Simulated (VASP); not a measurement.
# Pb3W (P6_3/mmc) in VASP: notebook

Runs on Pb3W. Level: PBE. Tasks: single point.

All numbers are computed with VASP 6.6.1; they aren't measurements. Logs are shortened: lines on timing, memory, paths and dates and some standing lists are left out, and cuts for length are marked.

## 1. The cell of the first run

It takes space group P6_3/mmc (No. 194, hexagonal). The conventional cell has a = 6.721 Å, b = 6.721 Å, c = 5.272 Å, α = 90.00°, β = 90.00°, γ = 120.00°. Within 4.2 Å of Pb (site symmetry mm2) lie 8 Pb at 3.17 to 3.55 Å and 4 W at 3.21 to 3.36 Å. W (site symmetry -6m2) has 12 Pb at 3.21 to 3.36 Å within 4.2 Å.

## 2. Single point, PBE

Input file INCAR:

```
PREC = Accurate
ENCUT = 520
EDIFF = 1E-7
ISMEAR = 0
SIGMA = 0.1
LREAL = False
LASPH = True
NELM = 80
ALGO = Fast
ISIF = 2
LWAVE = False
LCHARG = True
GGA = PE
LELF = True
LVHAR = True
NBANDS = 66
```

Input file KPOINTS:

```
regular mesh
0
Gamma
  3 3 4
```

Input file POSCAR:

```
Pb3W
1.0
    6.7210343399      0.0000000000      0.0000000000
   -3.3605171700      5.8205864780      0.0000000000
    0.0000000000      0.0000000000      5.2722807263
Pb W
6 2
Direct
    0.8240396863      0.6480793725      0.2500000000
    0.1759603137      0.8240396863      0.7500000000
    0.3519206275      0.1759603137      0.2500000000
    0.1759603137      0.3519206275      0.7500000000
    0.8240396863      0.1759603137      0.2500000000
    0.6480793725      0.8240396863      0.7500000000
    0.3333333333      0.6666666667      0.2500000000
    0.6666666667      0.3333333333      0.7500000000
```

Potentials or basis: VASP PAW PBE potentials, release 64 (Pb_d, W_sv).

Launch:

```console
> cat potpaw_PBE.64/Pb_d/POTCAR potpaw_PBE.64/W_sv/POTCAR > POTCAR
> mpirun -np 1 vasp_std > vasp.out
```

OUTCAR:

```text
PREC = Accurate
   ENCUT = 520
   EDIFF = 1E-7
   ISMEAR = 0
   LREAL = False
   LASPH = True
   NELM = 80
   ISIF = 2
   GGA = PE

 ion  position               nearest neighbor table
   1  0.824  0.648  0.250-   3 3.17   5 3.17   8 3.21   8 3.21   2 3.34   2 3.34   6 3.34   6 3.34
                             7 3.36   7 3.36   3 3.55   5 3.55
   2  0.176  0.824  0.750-   4 3.17   6 3.17   7 3.21   7 3.21   3 3.34   3 3.34   1 3.34   1 3.34
                             8 3.36   8 3.36   4 3.55   6 3.55
   3  0.352  0.176  0.250-   1 3.17   5 3.17   8 3.21   8 3.21   2 3.34   2 3.34   4 3.34   4 3.34
                             7 3.36   7 3.36   1 3.55   5 3.55
   4  0.176  0.352  0.750-   6 3.17   2 3.17   7 3.21   7 3.21   5 3.34   5 3.34   3 3.34   3 3.34
                             8 3.36   8 3.36   6 3.55   2 3.55
   5  0.824  0.176  0.250-   1 3.17   3 3.17   8 3.21   8 3.21   6 3.34   6 3.34   4 3.34   4 3.34
                             7 3.36   7 3.36   1 3.55   3 3.55
   6  0.648  0.824  0.750-   4 3.17   2 3.17   7 3.21   7 3.21   5 3.34   5 3.34   1 3.34   1 3.34
                             8 3.36   8 3.36   4 3.55   2 3.55
   7  0.333  0.667  0.250-   4 3.21   4 3.21   6 3.21   6 3.21   2 3.21   2 3.21   3 3.36   1 3.36
                             5 3.36   5 3.36   3 3.36   1 3.36
   8  0.667  0.333  0.750-   1 3.21   1 3.21   3 3.21   3 3.21   5 3.21   5 3.21   6 3.36   4 3.36
                             2 3.36   2 3.36   6 3.36   4 3.36

  LATTYP: Found a hexagonal cell.
 ALAT       =     6.7210343399
 C/A-ratio  =     0.7844448428

  Lattice vectors:

 A1 = (   6.7210343399,   0.0000000000,   0.0000000000)
 A2 = (  -3.3605171700,   5.8205864780,   0.0000000000)
 A3 = (   0.0000000000,   0.0000000000,   5.2722807263)

Analysis of symmetry for initial positions (statically):
=====================================================================
 Subroutine PRICEL returns:
 Original cell was already a primitive cell.

 Routine SETGRP: Setting up the symmetry group for a
 hexagonal supercell.

 Subroutine GETGRP returns: Found 24 space group operations
 (whereof 12 operations were pure point group operations)
 out of a pool of 24 trial point group operations.

The static configuration has the point symmetry D_3d.
 The point group associated with its full space group is D_6h.

Analysis of symmetry for dynamics (positions and initial velocities):
=====================================================================
 Subroutine PRICEL returns:
 Original cell was already a primitive cell.

 Routine SETGRP: Setting up the symmetry group for a
 hexagonal supercell.

 Subroutine GETGRP returns: Found 24 space group operations
 (whereof 12 operations were pure point group operations)
 out of a pool of 24 trial point group operations.

The dynamic configuration has the point symmetry D_3d.
 The point group associated with its full space group is D_6h.

 Subroutine INISYM returns: Found 24 space group operations
 (whereof 12 operations are pure point group operations),
 and found     1 'primitive' translations

----------------------------------------------------------------------------------------

                                     Primitive cell

  volume of cell :     206.2535

  direct lattice vectors                    reciprocal lattice vectors
     6.721034340  0.000000000  0.000000000     0.148786623  0.085901997  0.000000000
    -3.360517170  5.820586478  0.000000000     0.000000000  0.171803993  0.000000000
     0.000000000  0.000000000  5.272280726     0.000000000  0.000000000  0.189671236

  length of vectors
     6.721034340  6.721034340  5.272280726     0.171803993  0.171803993  0.189671236

  position of ions in fractional coordinates (direct lattice)
     0.824039686  0.648079372  0.250000000
     0.175960314  0.824039686  0.750000000
     0.351920628  0.175960314  0.250000000
     0.175960314  0.351920628  0.750000000
     0.824039686  0.175960314  0.250000000
     0.648079372  0.824039686  0.750000000
     0.333333333  0.666666667  0.250000000
     0.666666667  0.333333333  0.750000000

  ion indices of the primitive-cell ions
   primitive index   ion index
                 1           1
                 2           2
                 3           3
                 4           4
                 5           5
                 6           6
                 7           7
                 8           8

----------------------------------------------------------------------------------------

 KPOINTS: regular mesh

Automatic generation of k-mesh.
 Grid dimensions read from file:
 generate k-points for:    3    3    4

 Generating k-lattice:

  Cartesian coordinates                     Fractional coordinates (reciprocal lattice)
     0.049595541  0.028633999  0.000000000     0.333333333  0.000000000  0.000000000
     0.000000000  0.057267998  0.000000000     0.000000000  0.333333333  0.000000000
     0.000000000  0.000000000  0.047417809     0.000000000  0.000000000  0.250000000

  Length of vectors
     0.057267998  0.057267998  0.047417809

  Shift w.r.t. Gamma in fractional coordinates (k-lattice)
     0.000000000  0.000000000  0.000000000

 Subroutine IBZKPT returns following result:
 ===========================================

 Found      9 irreducible k-points:

 Following reciprocal coordinates:
            Coordinates               Weight
  0.000000  0.000000  0.000000      1.000000
  0.333333  0.000000  0.000000      6.000000
  0.333333  0.333333  0.000000      2.000000
  0.000000  0.000000  0.250000      2.000000
  0.333333  0.000000  0.250000     12.000000
  0.333333  0.333333  0.250000      4.000000
  0.000000  0.000000  0.500000      1.000000
  0.333333  0.000000  0.500000      6.000000
  0.333333  0.333333  0.500000      2.000000
   k-points           NKPTS =      9   k-points in BZ     NKDIM =      9   number of bands    NBANDS=     66
   number of dos      NEDOS =    301   number of ions     NIONS =      8
   total plane-waves  NPLWV = 100000
   dimension x,y,z NGX =    50 NGY =   50 NGZ =   40
   dimension x,y,z NGXF=   100 NGYF=  100 NGZF=   80
   ions per type =               6   2
   NGX,Y,Z   is equivalent  to a cutoff of  12.37, 12.37, 12.61 a.u.
   NGXF,Y,Z  is equivalent  to a cutoff of  24.74, 24.74, 25.23 a.u.
 SYSTEM =  unknown system
   PREC   = accura    normal or accurate (medium, high low for compatibility)
   ISTART =      0    job   : 0-new  1-cont  2-samecut
   ICHARG =      2    charge: 1-file 2-atom 10-const
   ISPIN  =      1    spin polarized calculation?
   LNONCOLLINEAR =      F non collinear calculations
   LSORBIT =      F    spin-orbit coupling
   LASPH  =      T    aspherical Exc in radial PAW
   ENCUT  =  520.0 eV  38.22 Ry    6.18 a.u.  12.50 12.50  9.80*2*pi/ulx,y,z
   NELM   =     80;   NELMIN=  2; NELMDL= -5     # of ELM steps
   EDIFF  = 0.1E-06   stopping-criterion for ELM
   LREAL  =      F    real-space projection
   EDIFFG = 0.1E-05   stopping-criterion for IOM
   NSW    =      0    number of steps for IOM
   IBRION =     -1    ionic relax: 0-MD 1-quasi-New 2-CG
   NFREE  =      0    steps in history (QN), initial steepest desc. (CG)
   ISIF   =      2    stress and relaxation
   ISYM   =      2    0-nonsym 1-usesym 2-fastsym
   POTIM  = 0.5000    time-step for ionic-motion
   TEBEG  =    0.0;   TEEND  =   0.0 temperature during run
   PSTRESS=    0.0 pullay stress
   NELECT =     112.0000    total number of electrons
   NUPDOWN=      -1.0000    fix difference up-down
   EMIN   =  10.00;   EMAX   =-10.00  energy-range for DOS
   EFERMI =   0.00;   METHOD = LEGACY
   ISMEAR =     0;   SIGMA  =   0.10  broadening in eV -4-tet -1-fermi 0-gaus
   EFERMI_NEDOS =   21; number of points for ismear=-14 and -15
   IALGO  =     68    algorithm
   IMIX   =      4    mixing-type and parameters
     AMIX     =   0.40;   BMIX     =  1.00
     AMIX_MAG =   1.60;   BMIX_MAG =  1.00
  volume/ion in A,a.u.               =      25.78       173.98
  Fermi-wavevector in a.u.,A,eV,Ry     =   1.335612  2.523941 24.270888  1.783860
  Thomas-Fermi vector in A             =   2.464303
   LORBIT       =      0    0 simple, 1 ext, 2 COOP (PROOUT), +10 PAW based schemes
   GGA     = PE    functional components
   LHFCALC =     F    Hartree Fock is set to
   AEXX    =    0.0000 exact exchange contribution
   IVDW    =     0    specifies the selected vdW correction
   LEPSILON=     F    determine dielectric tensor
   LRPA    =     F    only Hartree local field effects (RPA)
 non-spin polarized calculation
 RMM-DIIS sequential band-by-band and
 Gauss-broadening in eV      SIGMA  =   0.10
  energy-cutoff  :      520.00
  volume of cell :      206.25
 maximum number of plane-waves:      5599
 NGX is ok and might be reduce to    50
   NGX = 25   NGY = 25   NGZ = 19

 number of electron     112.0000004 magnetization

 Free energy of the ion-electron system (eV)
  ---------------------------------------------------
  ext. energy  EPLUGINS =         0.00000000
  ---------------------------------------------------
  free energy    TOTEN  =       -38.71855708 eV

  energy without entropy =      -38.67232446  energy(sigma->0) =      -38.69544077

 E-fermi :   8.1529     XC(G=0): -10.9795

 val. band max:        8.1253819817   @ k =   0.0000   0.0000   0.2500
 cond. band min:       8.1874225518   @ k =   0.3333   0.3333   0.5000
 fundamental gap:      0.0620405701
 Fermi energy:         8.1528748935

 k-point     1 :       0.0000    0.0000    0.0000
  band No.  band energies     occupation
      1     -65.9296      2.00000
      2     -65.9295      2.00000
      3     -30.1278      2.00000
      4     -30.1278      2.00000
      5     -30.1264      2.00000
      6     -30.1264      2.00000
[... 58 lines left out ...]
     65      10.5941      0.00000
     66      10.6372      0.00000

 k-point     2 :       0.3333    0.0000    0.0000
  band No.  band energies     occupation
      1     -65.9295      2.00000
      2     -65.9295      2.00000
      3     -30.1280      2.00000
      4     -30.1277      2.00000
      5     -30.1268      2.00000
      6     -30.1264      2.00000
[... 58 lines left out ...]
     65      10.6552      0.00000
     66      11.1266      0.00000

 k-point     3 :       0.3333    0.3333    0.0000
  band No.  band energies     occupation
      1     -65.9295      2.00000
      2     -65.9295      2.00000
      3     -30.1281      2.00000
      4     -30.1272      2.00000
      5     -30.1272      2.00000
      6     -30.1263      2.00000
[... 58 lines left out ...]
     65      11.0592      0.00000
     66      11.7362      0.00000

 k-point     4 :       0.0000    0.0000    0.2500
  band No.  band energies     occupation
      1     -65.9295      2.00000
      2     -65.9295      2.00000
      3     -30.1276      2.00000
      4     -30.1276      2.00000
      5     -30.1266      2.00000
      6     -30.1266      2.00000
[... 58 lines left out ...]
     65      11.6223      0.00000
     66      11.7865      0.00000

 k-point     5 :       0.3333    0.0000    0.2500
  band No.  band energies     occupation
      1     -65.9295      2.00000
      2     -65.9295      2.00000
      3     -30.1277      2.00000
      4     -30.1275      2.00000
      5     -30.1269      2.00000
      6     -30.1265      2.00000
[... 58 lines left out ...]
     65      11.0501      0.00000
     66      11.5317      0.00000

 k-point     6 :       0.3333    0.3333    0.2500
  band No.  band energies     occupation
      1     -65.9295      2.00000
      2     -65.9295      2.00000
      3     -30.1278      2.00000
      4     -30.1272      2.00000
      5     -30.1272      2.00000
      6     -30.1266      2.00000
[... 58 lines left out ...]
     65      11.4187      0.00000
     66      11.4390      0.00000

 k-point     7 :       0.0000    0.0000    0.5000
  band No.  band energies     occupation
      1     -65.9295      2.00000
      2     -65.9295      2.00000
      3     -30.1270      2.00000
      4     -30.1270      2.00000
      5     -30.1270      2.00000
      6     -30.1270      2.00000
[... 58 lines left out ...]
     65      12.6166      0.00000
     66      12.7546      0.00000

 k-point     8 :       0.3333    0.0000    0.5000
  band No.  band energies     occupation
      1     -65.9295      2.00000
      2     -65.9295      2.00000
      3     -30.1272      2.00000
      4     -30.1272      2.00000
      5     -30.1271      2.00000
      6     -30.1271      2.00000
[... 58 lines left out ...]
     65      11.5009      0.00000
     66      12.1903      0.00000

 k-point     9 :       0.3333    0.3333    0.5000
  band No.  band energies     occupation
      1     -65.9295      2.00000
      2     -65.9295      2.00000
      3     -30.1272      2.00000
      4     -30.1272      2.00000
      5     -30.1272      2.00000
      6     -30.1272      2.00000
[... 58 lines left out ...]
     65      11.7212      0.00000
     66      12.4187      0.00000

------------------------ aborting loop because EDIFF is reached ----------------------------------------

  FORCE on cell =-STRESS in cart. coord.  units (eV):
  Direction    XX          YY          ZZ          XY          YZ          ZX
  --------------------------------------------------------------------------------------
  -------------------------------------------------------------------------------------
  Total        0.1845735      0.1845735     -0.1181101     -0.0000000      0.0000000      0.0000000
  in kB        1.4337671      1.4337671     -0.9174788     -0.0000000      0.0000000      0.0000000
  external PRESSURE =       0.6500184 kB  Pullay stress =       0.0000000 kB

 VOLUME and BASIS-vectors are now :
 -----------------------------------------------------------------------------
  energy-cutoff  :      520.00
  volume of cell :      206.25
      direct lattice vectors                 reciprocal lattice vectors
     6.721034340  0.000000000  0.000000000     0.148786623  0.085901997  0.000000000
    -3.360517170  5.820586478  0.000000000     0.000000000  0.171803993  0.000000000
     0.000000000  0.000000000  5.272280726     0.000000000  0.000000000  0.189671236

 POSITION                                       TOTAL-FORCE (eV/Angst)
 -----------------------------------------------------------------------------------
      3.36052      3.77220      1.31807        -0.000000      0.002872     -0.000000
     -1.58656      4.79639      3.95421        -0.002488      0.001436     -0.000000
      1.77395      1.02419      1.31807        -0.002488     -0.001436      0.000000
     -0.00000      2.04838      3.95421         0.000000     -0.002872      0.000000
      4.94708      1.02419      1.31807         0.002488     -0.001436     -0.000000
      1.58656      4.79639      3.95421         0.002488      0.001436      0.000000
     -0.00000      3.88039      1.31807        -0.000000     -0.000000      0.000000
      3.36052      1.94020      3.95421        -0.000000     -0.000000      0.000000
 -----------------------------------------------------------------------------------
    total drift:                                0.000000     -0.000000      0.000000

  FREE ENERGIE OF THE ION-ELECTRON SYSTEM (eV)
  ---------------------------------------------------
  free  energy   TOTEN  =       -38.7185570824 eV

  energy  without entropy=      -38.6723244572  energy(sigma->0) =      -38.69544077
```

Run time: 2.6 min. Hardware: 1 thread of Intel Xeon 6975P-C (Granite Rapids), shared host; peak memory 0.35 GiB.

What came out:

```yaml
Free_energy: -38.7186 eV
Pressure: 0.1 GPa
Band_gap_on_the_k_mesh: zero (bands 56 and 57 overlap by 0.36 eV)
```

Forces in eV/Å, atoms in the order of the input:
```
Pb   0.000  0.003  0.000
Pb  -0.002  0.001  0.000
Pb  -0.002 -0.001  0.000
Pb   0.000 -0.003  0.000
Pb   0.002 -0.001  0.000
Pb   0.002  0.001  0.000
W    0.000  0.000  0.000
W    0.000  0.000  0.000
```

Caveat: spin-orbit coupling is left out, which moves the levels of the heavy elements.

(Continued in part 2 of 2.)

The gap in the log of VASP goes by the Fermi energy; the results here count the filled bands.